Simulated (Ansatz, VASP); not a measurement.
**Two plane-wave programs on Si5Ge2**

```
CELL_PARAMETERS angstrom
3.80322 0.00000 0.00000
0.00000 3.80322 0.00000
0.00000 0.00000 8.47467
ATOMIC_POSITIONS crystal
Si 0.50000 0.00000 0.70662
Si 0.00000 0.50000 0.70662
Si 0.50000 0.00000 0.99294
Si 0.00000 0.50000 0.99294
Si 0.00000 0.00000 0.17890
Ge 0.50000 0.00000 0.39791
Ge 0.00000 0.50000 0.39791
```

Alike in both runs: task single point; functional PBE; k mesh 4 × 4 × 2; occupations gaussian, width 0.1 eV; no spin polarisation.

```csv
,VASP,Ansatz
version,VASP 6.6.1,Ansatz 0.2.0
potentials or method,"VASP PAW PBE potentials, release 64 (Si, Ge_d), cutoff 500 eV","scalar-relativistic, plane waves, PAW"
valence electrons in the cell,48,48
```

```tsv
	VASP	Ansatz	Ansatz less VASP
gap on the k mesh at the Fermi level (eV)	none	none	-
pressure (GPa)	0.9	1.0	+0.05
traceless stress, the component that is largest in VASP (GPa)	-1.25	-1.23	+0.024
rms of the force components (eV/Å)	0.048	0.046	-0.0019
```

Atom by atom the forces differ by 0.003 eV/Å (rms over components). A gap of «none» marks a metal or a gap that the smearing closes. With one functional, cell and mesh, what is left measures potentials, basis and numerics.

The k mesh is coarse, so the values compare programs but aren't converged.
